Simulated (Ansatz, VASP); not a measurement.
# One calculation of Bi, two programs

INCAR

```
SYSTEM = Bi
ALGO     = Normal         ! electronic algorithm
EDIFF    = 1E-7           ! SCF threshold, eV
ENCUT    = 520            ! plane-wave cutoff, eV
GGA      = RE             ! functional
ISIF     = 2              ! what is computed and relaxed
ISMEAR   = -1             ! smearing method
LASPH    = .True.         ! aspherical terms in the spheres
LCHARG   = .False.        ! write CHGCAR
LREAL    = .False.        ! projectors in reciprocal space
LWAVE    = .False.        ! write WAVECAR
NBANDS   = 14             ! bands
NELM     = 80             ! most SCF steps
PREC     = Accurate       ! precision mode
SIGMA    = 0.1            ! smearing width, eV
```

The input KPOINTS:

```
k-points
0
Gamma
  12 12 12
  0 0 0
```

Contents of POSCAR:

```
Bi
1.0
   -2.0837181804      2.0837181804      2.0837181804
    2.0837181804     -2.0837181804      2.0837181804
    2.0837181804      2.0837181804     -2.0837181804
Bi
1
Direct
    0.0000000000      0.0000000000      0.0000000000
```

Input for Ansatz:

```yaml
crystal:
  lattice:
    - [-2.0837181804, 2.0837181804, 2.0837181804]
    - [2.0837181804, -2.0837181804, 2.0837181804]
    - [2.0837181804, 2.0837181804, -2.0837181804]
  atoms:
    - { symbol: Bi, position: [0.0, 0.0, 0.0] }
hamiltonian:
  xc: revpbe
  pseudopotentials:
    kind: paw
    azcp:
      Bi: "pseudopotentials/Bi.paw.azcp"
basis:
  ecutwfc: 420
  fft_grid_basis: typed
kpoints:
  mp_grid: { grid: [12, 12, 12], shift: [0, 0, 0] }
magnetization:
  spin_polarized: false
scf:
  occupations: { method: fermi_dirac, width: 0.1 }
  lower_state_search: "off"
output:
  stress: true
  write_density: true
  write_potential: true
  elf: true
  volumetric_format: npy
```

Alike in both runs: task single point; functional revPBE; k mesh 12 × 12 × 12; occupations fermi-dirac, width 0.1 eV; no spin polarisation.

|  | VASP | Ansatz |
| --- | --- | --- |
| version | VASP 6.6.1 | Ansatz 0.2.0 |
| potentials or method | VASP PAW PBE potentials, release 64 (Bi_d), cutoff 520 eV | plane waves (420 eV) with PAW, scalar-relativistic |
| valence electrons in the cell | 15 | 15 |

Ansatz gave:

| Quantity | Value |
| --- | --- |
| pressure (GPa) | -4.3 |

Q: Which values does VASP return?

A: Pressure (GPa): -4.4.

VASP's potentials were made for PBE, not for revPBE. The functional is the same, so the differences come from potentials, cutoffs and numerics.

Neither program's run includes spin-orbit coupling.
